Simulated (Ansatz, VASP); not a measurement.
**WS2 in VASP and in Ansatz**

INCAR

```
PREC = Accurate ; ENCUT = 500
EDIFF = 1E-6 ; ISMEAR = 0
SIGMA = 0.01 ; LREAL = False
LASPH = True ; NELM = 120
ALGO = Normal ; ISIF = 2
LWAVE = False ; LCHARG = False
GGA = PE ; NBANDS = 20
GGA_COMPAT = False
```

File KPOINTS:

```
regular mesh
0
Gamma
  3 3 3
```

Contents of POSCAR:

```
WS2
1.0
    1.4711708300      0.8493814800      5.7015643800
   -1.4711708300      0.8493814800      5.7015643800
    0.0000000000     -1.6987619900      5.7015643800
W S
1 2
Direct
    0.0044212452      0.0044212452      0.0044212452
    0.2477000000      0.2477000000      0.2477000000
    0.4190000000      0.4190000000      0.4190000000
```

Input for Ansatz:

```yaml
crystal:
  lattice:
    - [1.47117083, 0.84938148, 5.70156438]
    - [-1.47117083, 0.84938148, 5.70156438]
    - [0.0, -1.69876199, 5.70156438]
  atoms:
    - { symbol: W, position: [0.0044212452, 0.0044212452, 0.0044212452] }
    - { symbol: S, position: [0.2477, 0.2477, 0.2477] }
    - { symbol: S, position: [0.419, 0.419, 0.419] }
basis:
  precision: f64
  xc_grid: 2
  ecutwfc: 700
  ecutrho_ratio: 4
kpoints:
  mp_grid: { grid: [3, 3, 3], shift: [0, 0, 0] }
hamiltonian:
  xc: pbe
  dispersion: none
  pseudopotentials:
    kind: paw
    azcp:
      S: "pseudopotentials/S.paw.azcp"
      W: "pseudopotentials/W.paw.azcp"
magnetization:
  spin_polarized: false
scf:
  lower_state_search: "off"
  max_iter: 200
  occupations: { method: fixed }
  convergence: { dr2_threshold: "1e-10 eV" }
output:
  forces: true
  stress: true
  eigenvalues: true
```

Alike in both runs: task single point; functional PBE; k mesh 3 × 3 × 3; no spin polarisation.

|  | VASP | Ansatz |
| --- | --- | --- |
| version | VASP 6.6.1 | Ansatz 0.2.0-dev |
| potentials or method | VASP PAW PBE potentials, release 64 (W_sv, S), cutoff 500 eV | hard PAW set made for 700 eV |
| occupations | gaussian, width 0.01 eV | fixed |

```tsv
	VASP	Ansatz	Ansatz less VASP
gap on the k mesh at the Fermi level (eV)	1.44	1.41	-0.030
rms of the force components (eV/Å)	2.785	2.776	-0.0094
```

Atom by atom the forces differ by 0.010 eV/Å (rms over components).

The k mesh is coarse, so the values compare programs but aren't converged. Spin-orbit coupling is off throughout.
